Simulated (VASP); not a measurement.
# MoS2 in VASP: single point with PBEsol

Aim: the single point of MoS2 with PBEsol.

Program: VASP 6.6.1. These are calculated values, not measurements. Logs are shortened: lines on timing, memory, paths and dates and some standing lists are left out, and cuts for length are marked.

**1. The cell of the first run**

The cell holds a sheet with vacuum, 3 atoms: a = 3.160 Å, b = 3.160 Å, c = 30.060 Å, α = 90.00°, β = 90.00°, γ = 120.00°.

**2. Single point, PBEsol**

INCAR reads:

```
ALGO = Normal ; DIPOL = 0.5 0.5 0.351
EDIFF = 1E-6 ; ENCUT = 520
GGA = PS ; IDIPOL = 3
ISIF = 2 ; ISMEAR = 0
LASPH = T ; LCHARG = T
LDIPOL = T ; LELF = T
LREAL = F ; LVACPOTAV = T
LVHAR = T ; LWAVE = F
NBANDS = 20 ; NELM = 60
PREC = Accurate ; SIGMA = 0.02
```

KPOINTS reads:

```
k-points
0
Gamma
  12 12 1
```

POSCAR reads:

```
MoS2
1.0
    3.1600000000      0.0000000000      0.0000000000
   -1.5800000000      2.7366402760      0.0000000000
    0.0000000000      0.0000000000     30.0600000012
S Mo
2 1
Direct
    0.6666666667      0.3333333333      0.2998446669
    0.6666666667      0.3333333333      0.4030828115
    0.3333333333      0.6666666667      0.3514637392
```

Potentials or basis: VASP PAW PBE potentials, release 64 (S, Mo_sv).

On the command line:

```bash
> cat potpaw_PBE.64/S/POTCAR potpaw_PBE.64/Mo_sv/POTCAR > POTCAR
> mpirun -np 1 vasp_std > vasp.out
```

OUTCAR:

```text
EDIFF = 1E-6
   ENCUT = 520
   GGA = PS
   ISIF = 2
   ISMEAR = 0
   LASPH = T
   LREAL = F
   NELM = 60
   PREC = Accurate

 ion  position               nearest neighbor table
   1  0.667  0.333  0.300-   3 2.40   3 2.40   3 2.40
   2  0.667  0.333  0.403-   3 2.40   3 2.40   3 2.40
   3  0.333  0.667  0.351-   1 2.40   2 2.40   1 2.40   2 2.40   1 2.40   2 2.40

  LATTYP: Found a hexagonal cell.
 ALAT       =     3.1600000000
 C/A-ratio  =     9.5126582282

  Lattice vectors:

 A1 = (   3.1600000000,   0.0000000000,   0.0000000000)
 A2 = (  -1.5800000000,   2.7366402760,   0.0000000000)
 A3 = (   0.0000000000,   0.0000000000,  30.0600000012)

Analysis of symmetry for initial positions (statically):
=====================================================================
 Subroutine PRICEL returns:
 Original cell was already a primitive cell.

 Routine SETGRP: Setting up the symmetry group for a
 hexagonal supercell.

 Subroutine GETGRP returns: Found 12 space group operations
 (whereof  6 operations were pure point group operations)
 out of a pool of 24 trial point group operations.

The static configuration has the point symmetry C_3v.
 The point group associated with its full space group is D_3h.

Analysis of symmetry for dynamics (positions and initial velocities):
=====================================================================
 Subroutine PRICEL returns:
 Original cell was already a primitive cell.

 Routine SETGRP: Setting up the symmetry group for a
 hexagonal supercell.

 Subroutine GETGRP returns: Found 12 space group operations
 (whereof  6 operations were pure point group operations)
 out of a pool of 24 trial point group operations.

The dynamic configuration has the point symmetry C_3v.
 The point group associated with its full space group is D_3h.

 Subroutine INISYM returns: Found 12 space group operations
 (whereof  6 operations are pure point group operations),
 and found     1 'primitive' translations

----------------------------------------------------------------------------------------

                                     Primitive cell

  volume of cell :     259.9524

  direct lattice vectors                    reciprocal lattice vectors
     3.160000000  0.000000000  0.000000000     0.316455696  0.182705781  0.000000000
    -1.580000000  2.736640276  0.000000000     0.000000000  0.365411563  0.000000000
     0.000000000  0.000000000 30.060000001     0.000000000  0.000000000  0.033266800

  length of vectors
     3.160000000  3.160000000 30.060000001     0.365411563  0.365411563  0.033266800

  position of ions in fractional coordinates (direct lattice)
     0.666666667  0.333333333  0.299844667
     0.666666667  0.333333333  0.403082811
     0.333333333  0.666666667  0.351463739

  ion indices of the primitive-cell ions
   primitive index   ion index
                 1           1
                 2           2
                 3           3

----------------------------------------------------------------------------------------

 KPOINTS: k-points

Automatic generation of k-mesh.
 Grid dimensions read from file:
 generate k-points for:   12   12    1

 Generating k-lattice:

  Cartesian coordinates                     Fractional coordinates (reciprocal lattice)
     0.026371308  0.015225482  0.000000000     0.083333333  0.000000000  0.000000000
     0.000000000  0.030450964  0.000000000     0.000000000  0.083333333  0.000000000
     0.000000000  0.000000000  0.033266800     0.000000000  0.000000000  1.000000000

  Length of vectors
     0.030450964  0.030450964  0.033266800

  Shift w.r.t. Gamma in fractional coordinates (k-lattice)
     0.000000000  0.000000000  0.000000000

 Subroutine IBZKPT returns following result:
 ===========================================

 Found     19 irreducible k-points:

 Following reciprocal coordinates:
            Coordinates               Weight
  0.000000  0.000000  0.000000      1.000000
  0.083333  0.000000  0.000000      6.000000
  0.166667  0.000000  0.000000      6.000000
  0.250000  0.000000  0.000000      6.000000
  0.333333  0.000000  0.000000      6.000000
  0.416667  0.000000  0.000000      6.000000
[... 11 lines left out ...]
  0.333333  0.250000  0.000000     12.000000
  0.333333  0.333333  0.000000      2.000000
   k-points           NKPTS =     19   k-points in BZ     NKDIM =     19   number of bands    NBANDS=     20
   number of dos      NEDOS =    301   number of ions     NIONS =      3
   total plane-waves  NPLWV = 129024
   dimension x,y,z NGX =    24 NGY =   24 NGZ =  224
   dimension x,y,z NGXF=    48 NGYF=   48 NGZF=  448
   ions per type =               2   1
   NGX,Y,Z   is equivalent  to a cutoff of  12.63, 12.63, 12.39 a.u.
   NGXF,Y,Z  is equivalent  to a cutoff of  25.25, 25.25, 24.78 a.u.
 SYSTEM =  unknown system
   PREC   = accura    normal or accurate (medium, high low for compatibility)
   ISTART =      0    job   : 0-new  1-cont  2-samecut
   ICHARG =      2    charge: 1-file 2-atom 10-const
   ISPIN  =      1    spin polarized calculation?
   LNONCOLLINEAR =      F non collinear calculations
   LSORBIT =      F    spin-orbit coupling
   LASPH  =      T    aspherical Exc in radial PAW
   ENCUT  =  520.0 eV  38.22 Ry    6.18 a.u.   5.88  5.88 55.89*2*pi/ulx,y,z
   NELM   =     60;   NELMIN=  2; NELMDL= -5     # of ELM steps
   EDIFF  = 0.1E-05   stopping-criterion for ELM
   LREAL  =      F    real-space projection
   EDIFFG = 0.1E-04   stopping-criterion for IOM
   NSW    =      0    number of steps for IOM
   IBRION =     -1    ionic relax: 0-MD 1-quasi-New 2-CG
   NFREE  =      0    steps in history (QN), initial steepest desc. (CG)
   ISIF   =      2    stress and relaxation
   ISYM   =      2    0-nonsym 1-usesym 2-fastsym
   POTIM  = 0.5000    time-step for ionic-motion
   TEBEG  =    0.0;   TEEND  =   0.0 temperature during run
   PSTRESS=    0.0 pullay stress
   NELECT =      26.0000    total number of electrons
   NUPDOWN=      -1.0000    fix difference up-down
   EMIN   =  10.00;   EMAX   =-10.00  energy-range for DOS
   EFERMI =   0.00;   METHOD = LEGACY
   ISMEAR =     0;   SIGMA  =   0.02  broadening in eV -4-tet -1-fermi 0-gaus
   EFERMI_NEDOS =   21; number of points for ismear=-14 and -15
   IALGO  =     38    algorithm
   IMIX   =      4    mixing-type and parameters
     AMIX     =   0.40;   BMIX     =  1.00
     AMIX_MAG =   1.60;   BMIX_MAG =  1.00
  volume/ion in A,a.u.               =      86.65       584.75
  Fermi-wavevector in a.u.,A,eV,Ry     =   0.759920  1.436041  7.857076  0.577479
  Thomas-Fermi vector in A             =   1.858822
   LORBIT       =      0    0 simple, 1 ext, 2 COOP (PROOUT), +10 PAW based schemes
   GGA     = PS    functional components
   LHFCALC =     F    Hartree Fock is set to
   AEXX    =    0.0000 exact exchange contribution
   IVDW    =     0    specifies the selected vdW correction
   LEPSILON=     F    determine dielectric tensor
   LRPA    =     F    only Hartree local field effects (RPA)
 non-spin polarized calculation
 Gauss-broadening in eV      SIGMA  =   0.02
  energy-cutoff  :      520.00
  volume of cell :      259.95
 maximum number of plane-waves:      7038
 NGX is ok and might be reduce to    24
   NGX = 11   NGY = 11   NGZ =111

 dipolmoment           0.000000      0.000000     -0.000003 electrons x Angstroem

 number of electron      26.0000000 magnetization

 dipolmoment           0.000000      0.000000      0.000002 electrons x Angstroem

 Free energy of the ion-electron system (eV)
  ---------------------------------------------------
  ext. energy  EPLUGINS =         0.00000000
  ---------------------------------------------------
  free energy    TOTEN  =       -23.42172005 eV

  energy without entropy =      -23.42172005  energy(sigma->0) =      -23.42172005

 E-fermi :  -3.2585     XC(G=0):  -2.5826

 val. band max:       -3.3493440379   @ k =   0.0000   0.0000   0.0000
 cond. band min:      -1.6169793061   @ k =   0.3333   0.3333   0.0000
 fundamental gap:      1.7323647318
 Fermi energy:        -3.2584822746

 k-point     1 :       0.0000    0.0000    0.0000
  band No.  band energies     occupation
      1     -64.0600      2.00000
      2     -38.2584      2.00000
      3     -38.0196      2.00000
      4     -38.0196      2.00000
      5     -17.5117      2.00000
      6     -16.1406      2.00000
[... 12 lines left out ...]
     19       2.3260      0.00000
     20       2.6677      0.00000

 k-point     2 :       0.0833    0.0000    0.0000
  band No.  band energies     occupation
      1     -64.0572      2.00000
      2     -38.2529      2.00000
      3     -38.0477      2.00000
      4     -38.0259      2.00000
      5     -17.4045      2.00000
      6     -16.0976      2.00000
[... 12 lines left out ...]
     19       2.4638      0.00000
     20       2.8221      0.00000

 k-point     3 :       0.1667    0.0000    0.0000
  band No.  band energies     occupation
      1     -64.0495      2.00000
      2     -38.2378      2.00000
      3     -38.1239      2.00000
      4     -38.0433      2.00000
      5     -17.0996      2.00000
      6     -15.9756      2.00000
[... 12 lines left out ...]
     19       2.8669      0.00000
     20       3.2430      0.00000

 k-point     4 :       0.2500    0.0000    0.0000
  band No.  band energies     occupation
      1     -64.0390      2.00000
      2     -38.2265      2.00000
      3     -38.2170      2.00000
      4     -38.0669      2.00000
      5     -16.6479      2.00000
      6     -15.7962      2.00000
[... 314 lines left out ...]
 k-point    18 :       0.3333    0.2500    0.0000
  band No.  band energies     occupation
      1     -64.0141      2.00000
      2     -38.3574      2.00000
      3     -38.2320      2.00000
      4     -38.1677      2.00000
      5     -15.3433      2.00000
      6     -15.2512      2.00000
[... 12 lines left out ...]
     19       4.9277      0.00000
     20       6.0237      0.00000

 k-point    19 :       0.3333    0.3333    0.0000
  band No.  band energies     occupation
      1     -64.0127      2.00000
      2     -38.3272      2.00000
      3     -38.2793      2.00000
      4     -38.1650      2.00000
      5     -15.2602      2.00000
      6     -15.2082      2.00000
[... 12 lines left out ...]
     19       4.3058      0.00000
     20       6.3189      0.00000

------------------------ aborting loop because EDIFF is reached ----------------------------------------

  FORCE on cell =-STRESS in cart. coord.  units (eV):
  Direction    XX          YY          ZZ          XY          YZ          ZX
  --------------------------------------------------------------------------------------
  -------------------------------------------------------------------------------------
  Total       -0.5709160     -0.5709160     -0.0164969      0.0000000     -0.0000000      0.0000000
  in kB       -3.5187550     -3.5187550     -0.1016763      0.0000000     -0.0000000      0.0000000
  external PRESSURE =      -2.3797287 kB  Pullay stress =       0.0000000 kB

 VOLUME and BASIS-vectors are now :
 -----------------------------------------------------------------------------
  energy-cutoff  :      520.00
  volume of cell :      259.95
      direct lattice vectors                 reciprocal lattice vectors
     3.160000000  0.000000000  0.000000000     0.316455696  0.182705781  0.000000000
    -1.580000000  2.736640276  0.000000000     0.000000000  0.365411563  0.000000000
     0.000000000  0.000000000 30.060000001     0.000000000  0.000000000  0.033266800

 POSITION                                       TOTAL-FORCE (eV/Angst)
 -----------------------------------------------------------------------------------
      1.58000      0.91221      9.01333        -0.000000     -0.000000     -0.002128
      1.58000      0.91221     12.11667        -0.000000      0.000000      0.002128
     -0.00000      1.82443     10.56500         0.000000      0.000000     -0.000000
 -----------------------------------------------------------------------------------
    total drift:                                0.000000     -0.000000      0.000068

  FREE ENERGIE OF THE ION-ELECTRON SYSTEM (eV)
  ---------------------------------------------------
  free  energy   TOTEN  =       -23.4217200480 eV

  energy  without entropy=      -23.4217200480  energy(sigma->0) =      -23.42172005

 vacuum level on the upper side and lower side of the slab         2.617         2.617
```

It took 3 min on 1 thread of Intel Xeon Platinum 8259CL at 2.50GHz (Skylake/Cascade Lake), shared host; peak memory 0.38 GiB.

Results:

```yaml
Free_energy: -23.4217 eV
Band_gap_on_the_k_mesh: 1.73 eV (least direct gap 1.74 eV)
```

Forces in eV/Å, atoms in the order of the input:
```
S    0.000  0.000 -0.002
S    0.000  0.000  0.002
Mo   0.000  0.000  0.000
```

Caveat: the PAW data sets were made with another functional, which shifts forces and pressure a little.
